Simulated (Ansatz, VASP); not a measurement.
**KI: VASP beside Ansatz**

Contents of INCAR:

```
PREC = Accurate
ENCUT = 520
EDIFF = 1E-6
ISMEAR = 0
SIGMA = 0.05
LREAL = False
LASPH = True
NELM = 60
ALGO = Normal
ISIF = 2
LWAVE = False
LCHARG = False
NBANDS = 15
```

File KPOINTS:

```
Automatic mesh
0
Gamma
  6 6 6
```

File POSCAR:

```
KI
1.0
    0.0000000000      3.2744937442      3.4109309835
    3.2744937442      0.0000000000      3.4109309835
    3.2744937442      3.2744937442      0.0000000000
K I
1 1
Direct
    0.0000000000      0.0000000000      0.0000000000
    0.5000000000      0.5000000000      0.5000000000
```

Input for Ansatz:

```yaml
crystal:
  lattice:
    - [0.0, 3.2744937442, 3.4109309835]
    - [3.2744937442, 0.0, 3.4109309835]
    - [3.2744937442, 3.2744937442, 0.0]
  atoms:
    - { symbol: K, position: [0.0, 0.0, 0.0] }
    - { symbol: I, position: [0.5, 0.5, 0.5] }
basis:
  ecutwfc: 420
kpoints:
  mp_grid: { grid: [6, 6, 6] }
hamiltonian:
  xc: lda
  pseudopotentials: { kind: paw }
scf:
  occupations: { method: gaussian, width: 0.05 }
output:
  forces: true
  stress: true
  eigenvalues: true
  write_density: true
  write_potential: true
  elf: true
  volumetric_format: npy
```

Change from the starting cell: mode 6 frozen in at +0.000 Å, equal normal strain along x and y -0.0400.

Alike in both runs: task single point; functional LDA; k mesh 6 × 6 × 6; occupations gaussian, width 0.05 eV; no spin polarisation.

```csv
,VASP,Ansatz
version,VASP 6.6.1,Ansatz 0.2.0
potentials or method,"VASP PAW LDA potentials, release 64 (K_sv, I), cutoff 520 eV","scalar-relativistic, plane waves, PAW"
valence electrons in the cell,16,26
```

|  | VASP | Ansatz | Ansatz less VASP |
| --- | --- | --- | --- |
| gap on the k mesh at the Fermi level (eV) | 4.08 | 4.07 | -0.009 |
| least direct gap on the mesh (eV) | 4.08 | 4.07 | -0.009 |
| pressure (GPa) | 1.8 | 1.7 | -0.09 |
| traceless stress, the component that is largest in VASP (GPa) | -1.40 | -1.37 | +0.024 |

LDA's correlation is that of Perdew and Zunger in VASP and of Perdew and Wang (1992) in Ansatz. VASP's potentials hold 16 valence electrons a cell and Ansatz's 26, so a difference there can come from the potentials and not from the codes.

Neither program's run includes spin-orbit coupling.
